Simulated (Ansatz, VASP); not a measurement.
One calculation of AlN, two programs

File INCAR:

```
SYSTEM = AlN
PREC = Accurate
ENCUT = 520
EDIFF = 1E-6
ISMEAR = 0
SIGMA = 0.01
LREAL = .FALSE.
LASPH = .TRUE.
NELM = 100
ALGO = Normal
ISIF = 2
LWAVE = .FALSE.
LCHARG = .FALSE.
GGA = PE
NBANDS = 16
```

The input KPOINTS:

```
Automatic mesh
0
G
  12 12 4
  0 0 0
```

Contents of POSCAR:

```
AlN
1.0
    3.1130000000      0.0000000000      0.0000000000
   -1.5565000000      2.6959400000      0.0000000000
    0.0000000000      0.0000000000      4.9810000000
Al N
2 2
Direct
    0.3333333333      0.6666666667      0.0000000000
    0.6666666667      0.3333333333      0.5000000000
    0.3333333333      0.6666666667      0.3599237101
    0.6666666667      0.3333333333      0.8800000000
```

Input for Ansatz:

```yaml
crystal:
  lattice:
    - [3.113, 0.0, 0.0]
    - [-1.5565, 2.69594, 0.0]
    - [0.0, 0.0, 4.981]
  atoms:
    - { symbol: Al, position: [0.3333333333333333, 0.6666666666666666, 0.0] }
    - { symbol: Al, position: [0.6666666666666666, 0.3333333333333333, 0.5] }
    - { symbol: "N", position: [0.3333333333333333, 0.6666666666666666, 0.3599237100983738] }
    - { symbol: "N", position: [0.6666666666666666, 0.3333333333333333, 0.88] }
kpoints:
  mp_grid:
    grid: [12, 12, 4]
hamiltonian:
  xc: pbe
scf:
  occupations:
    method: fixed
output:
  forces: true
```

Alike in both runs: task single point; functional PBE; k mesh 12 × 12 × 4; no spin polarisation.

|  | VASP | Ansatz |
| --- | --- | --- |
| version | VASP 6.6.1 | Ansatz 0.2.0 |
| potentials or method | VASP PAW PBE potentials, release 64 (Al, N) | plane waves, PAW |
| plane-wave cutoff (eV) | 520 | 420 |
| occupations | gaussian, width 0.01 eV | fixed |
| valence electrons in the cell | 16 | 16 |

Ansatz gave:

```
rms of the force components (eV/Å) : 0.864
```

Problem. What did VASP give for the same quantities?

Solution. rms of the force components (eV/Å): 0.868.

Atom by atom the forces differ by 0.004 eV/Å (rms over components).
